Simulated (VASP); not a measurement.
A run of VASP 6.6.1 is set up as follows.

File INCAR:

```
PREC = Accurate ; ENCUT = 600
EDIFF = 1E-7 ; ISMEAR = -1
SIGMA = 0.15 ; LREAL = False
LASPH = True ; NELM = 80
ALGO = Normal ; ISIF = 3
LWAVE = False ; LCHARG = False
GGA = PS ; IBRION = 2
NSW = 80 ; EDIFFG = -0.001
```

File KPOINTS:

```
regular mesh
0
Gamma
  14 14 8
```

The input POSCAR:

```
ZrH
1.0
    3.1902763251      0.0000000000      0.0000000000
    0.0000000000      3.1902763251      0.0000000000
    0.0000000000      0.0000000000      4.9905072820
Zr H
2 2
Direct
    0.0000000000      0.5000000000      0.0000000000
    0.5000000000      0.0000000000      0.5000000000
    0.0000000000      0.0000000000      0.7500000000
    0.0000000000      0.0000000000      0.2500000000
```

Potentials or basis: VASP PAW PBE potentials, release 64 (Zr_sv, H).

Launch:

```bash
$ cat potpaw_PBE.64/Zr_sv/POTCAR potpaw_PBE.64/H/POTCAR > POTCAR
$ mpirun -np 1 vasp_std > vasp.out
```

(1) Estimate the relaxed volume.

(2) Estimate the band gap on the k mesh.

Answers

(1) 12.73 Å³/atom.

(2) zero (band 13 reaches 8.61 eV, above the bottom of band 14 at 7.70 eV).

Caveat: the PAW data sets were made with another functional, which shifts forces and pressure a little.
